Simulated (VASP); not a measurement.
# CuO2 (Fm-3m) in VASP: a series of runs

The runs below take CuO2 through single point, with PBE.

Program: VASP 6.6.1. These are calculated values, not measurements. Logs are shortened: lines on timing, memory, paths and dates and some standing lists are left out, and cuts for length are marked.

**1. The cell of the first run**

Symmetry: Fm-3m, No. 225, cubic system. The conventional cell has a = 4.924 Å, b = 4.924 Å, c = 4.924 Å, α = 90.00°, β = 90.00°, γ = 90.00°. Within 2.8 Å of Cu (site symmetry m-3m) lie 8 O at 2.13 Å. Within 2.8 Å of O (site symmetry -43m) lie 4 Cu at 2.13 Å and 6 O at 2.46 Å.

**2. Single point, PBE, collinear spin, ferromagnetic start**

The input, INCAR:

```
  ALGO = Normal
  EDIFF = 1E-6
  ENCUT = 520
  GGA = PE
  ISIF = 2
  ISMEAR = 0
  ISPIN = 2
  LASPH = True
  LCHARG = True
  LELF = True
  LMAXMIX = 4
  LORBIT = 11
  LREAL = False
  LVHAR = True
  LWAVE = False
  MAGMOM = 1 0 0
  NBANDS = 22
  NELM = 150
  PREC = Accurate
  SIGMA = 0.1
```

The input, KPOINTS:

```
k-points
0
Gamma
  6 6 6
```

The input, POSCAR:

```
CuO2
1.0
    0.0000000000      2.4618215478      2.4618215478
    2.4618215478      0.0000000000      2.4618215478
    2.4618215478      2.4618215478      0.0000000000
Cu O
1 2
Direct
    0.0000000000      0.0000000000      0.0000000000
    0.2500000000      0.2500000000      0.2500000000
    0.7500000000      0.7500000000      0.7500000000
```

Potentials or basis: VASP PAW PBE potentials, release 64 (Cu, O).

Command:

```
cat potpaw_PBE.64/Cu/POTCAR potpaw_PBE.64/O/POTCAR > POTCAR
mpirun -np 1 vasp_std > vasp.out
```

OUTCAR:

```text
EDIFF = 1E-6
   ENCUT = 520
   GGA = PE
   ISIF = 2
   ISMEAR = 0
   ISPIN = 2
   LASPH = True
   LORBIT = 11
   LREAL = False
   NELM = 150
   PREC = Accurate

 ion  position               nearest neighbor table
   1  0.000  0.000  0.000-   2 2.13   3 2.13   3 2.13   3 2.13   3 2.13   2 2.13   2 2.13   2 2.13

   2  0.250  0.250  0.250-   1 2.13   1 2.13   1 2.13   1 2.13
   3  0.750  0.750  0.750-   1 2.13   1 2.13   1 2.13   1 2.13

  LATTYP: Found a face centered cubic cell.
 ALAT       =     4.9236430956

  Lattice vectors:

 A1 = (   0.0000000000,   2.4618215478,   2.4618215478)
 A2 = (   2.4618215478,   0.0000000000,   2.4618215478)
 A3 = (   2.4618215478,   2.4618215478,   0.0000000000)

Analysis of symmetry for initial positions (statically):
=====================================================================
 Subroutine PRICEL returns:
 Original cell was already a primitive cell.

 Routine SETGRP: Setting up the symmetry group for a
 face centered cubic supercell.

 Subroutine GETGRP returns: Found 48 space group operations
 (whereof 48 operations were pure point group operations)
 out of a pool of 48 trial point group operations.

The static configuration has the point symmetry O_h .

Analysis of symmetry for dynamics (positions and initial velocities):
=====================================================================
 Subroutine PRICEL returns:
 Original cell was already a primitive cell.

 Routine SETGRP: Setting up the symmetry group for a
 face centered cubic supercell.

 Subroutine GETGRP returns: Found 48 space group operations
 (whereof 48 operations were pure point group operations)
 out of a pool of 48 trial point group operations.

The dynamic configuration has the point symmetry O_h .

Analysis of structural, dynamic, and magnetic symmetry:
=====================================================================
 Subroutine PRICEL returns:
 Original cell was already a primitive cell.

 Routine SETGRP: Setting up the symmetry group for a
 face centered cubic supercell.

 Subroutine GETGRP returns: Found 48 space group operations
 (whereof 48 operations were pure point group operations)
 out of a pool of 48 trial point group operations.

The overall configuration has the point symmetry O_h .

 Subroutine INISYM returns: Found 48 space group operations
 (whereof 48 operations are pure point group operations),
 and found     1 'primitive' translations

----------------------------------------------------------------------------------------

                                     Primitive cell

  volume of cell :      29.8401

  direct lattice vectors                    reciprocal lattice vectors
     0.000000000  2.461821548  2.461821548    -0.203101643  0.203101643  0.203101643
     2.461821548  0.000000000  2.461821548     0.203101643 -0.203101643  0.203101643
     2.461821548  2.461821548  0.000000000     0.203101643  0.203101643 -0.203101643

  length of vectors
     3.481541421  3.481541421  3.481541421     0.351782364  0.351782364  0.351782364

  position of ions in fractional coordinates (direct lattice)
     0.000000000  0.000000000  0.000000000
     0.250000000  0.250000000  0.250000000
     0.750000000  0.750000000  0.750000000

  ion indices of the primitive-cell ions
   primitive index   ion index
                 1           1
                 2           2
                 3           3

----------------------------------------------------------------------------------------

 KPOINTS: k-points

Automatic generation of k-mesh.
 Grid dimensions read from file:
 generate k-points for:    6    6    6

 Generating k-lattice:

  Cartesian coordinates                     Fractional coordinates (reciprocal lattice)
    -0.033850274  0.033850274  0.033850274     0.166666667  0.000000000  0.000000000
     0.033850274 -0.033850274  0.033850274     0.000000000  0.166666667  0.000000000
     0.033850274  0.033850274 -0.033850274     0.000000000  0.000000000  0.166666667

  Length of vectors
     0.058630394  0.058630394  0.058630394

  Shift w.r.t. Gamma in fractional coordinates (k-lattice)
     0.000000000  0.000000000  0.000000000

 Subroutine IBZKPT returns following result:
 ===========================================

 Found     16 irreducible k-points:

 Following reciprocal coordinates:
            Coordinates               Weight
  0.000000  0.000000  0.000000      1.000000
  0.166667  0.000000  0.000000      8.000000
  0.333333  0.000000  0.000000      8.000000
  0.500000  0.000000  0.000000      4.000000
  0.166667  0.166667  0.000000      6.000000
  0.333333  0.166667  0.000000     24.000000
[... 8 lines left out ...]
 -0.333333  0.333333  0.166667     24.000000
 -0.333333  0.500000  0.166667     12.000000
   k-points           NKPTS =     16   k-points in BZ     NKDIM =     16   number of bands    NBANDS=     22
   number of dos      NEDOS =    301   number of ions     NIONS =      3
   total plane-waves  NPLWV =  21952
   dimension x,y,z NGX =    28 NGY =   28 NGZ =   28
   dimension x,y,z NGXF=    56 NGYF=   56 NGZF=   56
   ions per type =               1   2
   NGX,Y,Z   is equivalent  to a cutoff of  13.37, 13.37, 13.37 a.u.
   NGXF,Y,Z  is equivalent  to a cutoff of  26.74, 26.74, 26.74 a.u.
 SYSTEM =  unknown system
   PREC   = accura    normal or accurate (medium, high low for compatibility)
   ISTART =      0    job   : 0-new  1-cont  2-samecut
   ICHARG =      2    charge: 1-file 2-atom 10-const
   ISPIN  =      2    spin polarized calculation?
   LNONCOLLINEAR =      F non collinear calculations
   LSORBIT =      F    spin-orbit coupling
   LASPH  =      T    aspherical Exc in radial PAW
   ENCUT  =  520.0 eV  38.22 Ry    6.18 a.u.   6.47  6.47  6.47*2*pi/ulx,y,z
   NELM   =    150;   NELMIN=  2; NELMDL= -5     # of ELM steps
   EDIFF  = 0.1E-05   stopping-criterion for ELM
   LREAL  =      F    real-space projection
   EDIFFG = 0.1E-04   stopping-criterion for IOM
   NSW    =      0    number of steps for IOM
   IBRION =     -1    ionic relax: 0-MD 1-quasi-New 2-CG
   NFREE  =      0    steps in history (QN), initial steepest desc. (CG)
   ISIF   =      2    stress and relaxation
   ISYM   =      2    0-nonsym 1-usesym 2-fastsym
   POTIM  = 0.5000    time-step for ionic-motion
   TEBEG  =    0.0;   TEEND  =   0.0 temperature during run
   PSTRESS=    0.0 pullay stress
   NELECT =      23.0000    total number of electrons
   NUPDOWN=      -1.0000    fix difference up-down
   EMIN   =  10.00;   EMAX   =-10.00  energy-range for DOS
   EFERMI =   0.00;   METHOD = LEGACY
   ISMEAR =     0;   SIGMA  =   0.10  broadening in eV -4-tet -1-fermi 0-gaus
   EFERMI_NEDOS =   21; number of points for ismear=-14 and -15
   IALGO  =     38    algorithm
   IMIX   =      4    mixing-type and parameters
     AMIX     =   0.40;   BMIX     =  1.00
     AMIX_MAG =   1.60;   BMIX_MAG =  1.00
  volume/ion in A,a.u.               =       9.95        67.12
  Fermi-wavevector in a.u.,A,eV,Ry     =   1.501012  2.836502 30.654436  2.253037
  Thomas-Fermi vector in A             =   2.612438
   LORBIT       =     11    0 simple, 1 ext, 2 COOP (PROOUT), +10 PAW based schemes
   GGA     = PE    functional components
   LHFCALC =     F    Hartree Fock is set to
   AEXX    =    0.0000 exact exchange contribution
   IVDW    =     0    specifies the selected vdW correction
   LEPSILON=     F    determine dielectric tensor
   LRPA    =     F    only Hartree local field effects (RPA)
 spin polarized calculation
 Gauss-broadening in eV      SIGMA  =   0.10
  energy-cutoff  :      520.00
  volume of cell :       29.84
 maximum number of plane-waves:       821
 NGX is ok and might be reduce to    28
   NGX = 13   NGY = 13   NGZ = 13

 number of electron      23.0000006 magnetization       2.1261239

 Free energy of the ion-electron system (eV)
  ---------------------------------------------------
  ext. energy  EPLUGINS =         0.00000000
  ---------------------------------------------------
  free energy    TOTEN  =       -13.17976528 eV

  energy without entropy =      -13.17087912  energy(sigma->0) =      -13.17532220

 E-fermi :   3.2791     XC(G=0): -11.5116

 val. band max:        3.1909154826   @ k =  -0.3333   0.3333   0.0000
 cond. band min:       3.2961490446   @ k =   0.0000   0.0000   0.0000
 fundamental gap:      0.1052335620
 Fermi energy:         3.2791231595

 spin component 1

 k-point     1 :       0.0000    0.0000    0.0000
  band No.  band energies     occupation
      1     -16.2275      1.00000
      2     -12.8555      1.00000
      3      -2.2234      1.00000
      4      -2.2234      1.00000
      5      -2.2234      1.00000
      6       0.6644      1.00000
[... 14 lines left out ...]
     21      30.2502      0.00000
     22      30.2541      0.00000

 k-point     2 :       0.1667    0.0000    0.0000
  band No.  band energies     occupation
      1     -15.9979      1.00000
      2     -13.1025      1.00000
      3      -2.0702      1.00000
      4      -2.0702      1.00000
      5      -1.8198      1.00000
      6       0.5069      1.00000
[... 14 lines left out ...]
     21      28.9838      0.00000
     22      30.0468      0.00000

 k-point     3 :       0.3333    0.0000    0.0000
  band No.  band energies     occupation
      1     -15.3793      1.00000
      2     -13.7307      1.00000
      3      -1.7122      1.00000
      4      -1.7122      1.00000
      5      -0.8666      1.00000
      6      -0.2026      1.00000
[... 14 lines left out ...]
     21      27.3843      0.00000
     22      29.4705      0.00000
[... 276 lines left out ...]
 k-point    15 :      -0.3333    0.3333    0.1667
  band No.  band energies     occupation
      1     -14.4655      1.00000
      2     -14.4287      1.00000
      3      -2.4273      1.00000
      4      -2.3737      1.00000
      5      -0.9157      1.00000
      6      -0.4294      1.00000
[... 14 lines left out ...]
     21      26.6508      0.00000
     22      28.3859      0.00000

 k-point    16 :      -0.3333    0.5000    0.1667
  band No.  band energies     occupation
      1     -14.6332      1.00000
      2     -14.1729      1.00000
      3      -3.1289      1.00000
      4      -2.1436      1.00000
      5      -0.9701      1.00000
      6      -0.3659      1.00000
[... 14 lines left out ...]
     21      25.8905      0.00000
     22      28.2915      0.00000
 Fermi energy:         3.2791231595

 spin component 2

 k-point     1 :       0.0000    0.0000    0.0000
  band No.  band energies     occupation
      1     -15.1509      1.00000
      2     -11.4750      1.00000
      3      -1.3151      1.00000
      4      -1.3151      1.00000
      5      -1.3151      1.00000
      6       1.0807      1.00000
[... 14 lines left out ...]
     21      30.6197      0.00000
     22      30.6197      0.00000

 k-point     2 :       0.1667    0.0000    0.0000
  band No.  band energies     occupation
      1     -14.9036      1.00000
      2     -11.7488      1.00000
      3      -1.1589      1.00000
      4      -1.1589      1.00000
      5      -0.8828      1.00000
      6       0.9802      1.00000
[... 14 lines left out ...]
     21      29.3182      0.00000
     22      30.6015      0.00000

 k-point     3 :       0.3333    0.0000    0.0000
  band No.  band energies     occupation
      1     -14.2349      1.00000
      2     -12.4388      1.00000
      3      -0.8116      1.00000
      4      -0.8116      1.00000
      5       0.1325      1.00000
      6       0.7577      1.00000
[... 14 lines left out ...]
     21      27.7546      0.00000
     22      29.9395      0.00000
[... 276 lines left out ...]
 k-point    15 :      -0.3333    0.3333    0.1667
  band No.  band energies     occupation
      1     -13.2332      1.00000
      2     -13.1906      1.00000
      3      -1.6295      1.00000
      4      -1.5731      1.00000
      5       0.0070      1.00000
      6       0.5223      1.00000
[... 14 lines left out ...]
     21      26.9790      0.00000
     22      28.6509      0.00000

 k-point    16 :      -0.3333    0.5000    0.1667
  band No.  band energies     occupation
      1     -13.4080      1.00000
      2     -12.9114      1.00000
      3      -2.3954      1.00000
      4      -1.3068      1.00000
      5       0.0058      1.00000
      6       0.5833      1.00000
[... 14 lines left out ...]
     21      26.1499      0.00000
     22      28.5115      0.00000

------------------------ aborting loop because EDIFF is reached ----------------------------------------

  FORCE on cell =-STRESS in cart. coord.  units (eV):
  Direction    XX          YY          ZZ          XY          YZ          ZX
  --------------------------------------------------------------------------------------
  -------------------------------------------------------------------------------------
  Total       -1.1283082     -1.1283082     -1.1283082     -0.0000000     -0.0000000     -0.0000000
  in kB      -60.5813039    -60.5813039    -60.5813039     -0.0000000     -0.0000000     -0.0000000
  external PRESSURE =     -60.5813039 kB  Pullay stress =       0.0000000 kB

 VOLUME and BASIS-vectors are now :
 -----------------------------------------------------------------------------
  energy-cutoff  :      520.00
  volume of cell :       29.84
      direct lattice vectors                 reciprocal lattice vectors
     0.000000000  2.461821548  2.461821548    -0.203101643  0.203101643  0.203101643
     2.461821548  0.000000000  2.461821548     0.203101643 -0.203101643  0.203101643
     2.461821548  2.461821548  0.000000000     0.203101643  0.203101643 -0.203101643

 POSITION                                       TOTAL-FORCE (eV/Angst)
 -----------------------------------------------------------------------------------
      0.00000      0.00000      0.00000         0.000000      0.000000      0.000000
      1.23091      1.23091      1.23091        -0.000000     -0.000000     -0.000000
      3.69273      3.69273      3.69273         0.000000      0.000000      0.000000
 -----------------------------------------------------------------------------------
    total drift:                                0.000000      0.000000      0.000000

  FREE ENERGIE OF THE ION-ELECTRON SYSTEM (eV)
  ---------------------------------------------------
  free  energy   TOTEN  =       -13.1797652777 eV

  energy  without entropy=      -13.1708791242  energy(sigma->0) =      -13.17532220

 total charge

# of ion       s       p       d       tot
------------------------------------------
    1        0.315   0.367   8.966   9.648
    2        1.609   3.197   0.000   4.806
    3        1.609   3.197   0.000   4.806
--------------------------------------------------
tot          3.534   6.760   8.966  19.260

 magnetization (x)

# of ion       s       p       d       tot
------------------------------------------
    1       -0.022  -0.019   0.644   0.604
    2        0.010   0.663   0.000   0.674
    3        0.010   0.663   0.000   0.674
--------------------------------------------------
tot         -0.002   1.308   0.644   1.951
```

Run time: 18 s. Hardware: 1 thread of AMD EPYC 9R45 (Zen 5), shared host; peak memory 0.14 GiB.

Results:

```
Free energy                                           : -13.1798 eV
Pressure                                              : -6.1 GPa
Net moment                                            : 2.13 μB per cell
Site moments                                          : Cu +0.60; O +0.67 μB
Valence electrons inside the program's atomic spheres : Cu 9.65; O 4.81
```

Caveat: the k points lie up to 0.37 Å⁻¹ apart; a cell with one magnetic atom can't hold antiferromagnetic order, which such compounds often take; semilocal functionals often make such compounds metallic where correlation or magnetic order opens a gap, which also shifts bond lengths.

[end of part 1 of 2]
